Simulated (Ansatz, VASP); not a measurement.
Two plane-wave programs on Mg6F

```
CELL_PARAMETERS angstrom
4.80151 0.00000 0.00000
0.00000 4.80151 0.00000
0.00000 0.00000 4.80151
ATOMIC_POSITIONS crystal
Mg 0.50000 0.50000 0.20700
Mg 0.50000 0.50000 0.79300
Mg 0.20700 0.50000 0.50000
Mg 0.79300 0.50000 0.50000
Mg 0.50000 0.20700 0.50000
Mg 0.50000 0.79300 0.50000
F 0.00000 0.00000 0.00000
```

Change from the starting cell: species swapped into the ErB6 type (Pm-3m, No. 221).

Alike in both runs: task single point; functional PBE; k mesh 4 × 4 × 4; occupations gaussian, width 0.1 eV; collinear spin.

```csv
,VASP,Ansatz
version,VASP 6.6.1,Ansatz 0.2.0
potentials or method,"VASP PAW PBE potentials, release 64 (Mg, F), cutoff 520 eV","scalar-relativistic, plane waves, PAW"
valence electrons in the cell,19,67
```

VASP gave:

* gap on the k mesh at the Fermi level (eV): none
* rms of the force components (eV/Å): 6.859
* net moment per atom (μB): 0.00

Problem. What did Ansatz give for the same quantities?

Solution. gap on the k mesh at the Fermi level (eV): none; rms of the force components (eV/Å): 6.642; net moment per atom (μB): 0.00.

Atom by atom the forces differ by 0.218 eV/Å (rms over components). A gap of «none» marks a metal or a gap that the smearing closes. VASP's potentials hold 19 valence electrons a cell and Ansatz's 67, so a difference there can come from the potentials and not from the codes. Ansatz's warnings: seeded moment not kept.
